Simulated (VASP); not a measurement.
Write the native input for VASP 6.6.1 that does the following.

```yaml
Task: single point
Functional: LDA
Potentials_or_basis: VASP PAW LDA potentials, release 64 (Ni)
Cutoff: 520 eV
k_mesh: 12 × 12 × 12
Occupations: gaussian, width 0.1 eV
Spin: collinear spin, ferromagnetic start
Starting_moments: "[0.24] μB"
Fixed_moment: 0.24 μB
Dipole_correction: no
Further_INCAR_settings: ALGO = Normal; EDIFF = 1e-07; NBANDS = 15
```

The structure of Ni lies in POSCAR:

```
Ni
1.0
    0.0000000000      1.7584000000      1.7584000000
    1.7584000000      0.0000000000      1.7584000000
    1.7584000000      1.7584000000      0.0000000000
Ni
1
Direct
    0.0000000000      0.0000000000      0.0000000000
```

These files were run (other wordings do the same):

INCAR

```
ALGO     = Normal         # electronic algorithm
EDIFF    = 1E-7           # SCF threshold, eV
ENCUT    = 520            # plane-wave cutoff, eV
GGA      = CA             # functional
ISIF     = 2              # what is computed and relaxed
ISMEAR   = 0              # smearing method
ISPIN    = 2              # spin polarisation
LASPH    = True           # aspherical terms in the spheres
LCHARG   = True           # write CHGCAR
LELF     = True           # ELF
LMAXMIX  = 4              # l up to which the mixer works
LORBIT   = 11             # projections on sites
LREAL    = False          # projectors in reciprocal space
LVHAR    = True         
LWAVE    = False          # write WAVECAR
MAGMOM   = 0.24           # initial moments
NBANDS   = 15             # bands
NELM     = 150            # most SCF steps
NUPDOWN  = 0.24           # fixed moment
PREC     = Accurate       # precision mode
SIGMA    = 0.1            # smearing width, eV
```

KPOINTS

```
k-points
0
Gamma
  12 12 12
```

Potentials or basis: VASP PAW LDA potentials, release 64 (Ni).

The run is started by

```bash
$ cat potpaw_LDA.64/Ni/POTCAR > POTCAR
$ mpirun -np 1 vasp_std > vasp.out
```

Results of the run:

```yaml
Pressure: -17.7 GPa
Net_moment: 0.24 μB per cell
Site_moments: Ni +0.24 μB
Valence_electrons_inside_the_program's_atomic_spheres: Ni 9.32
```

Caveat: the cell stands under tension; the total moment is fixed, so each spin has its own Fermi level.

Run time: 29 s on 1 thread of Intel Xeon 8259CL (shared host), peak memory 0.13 GiB.
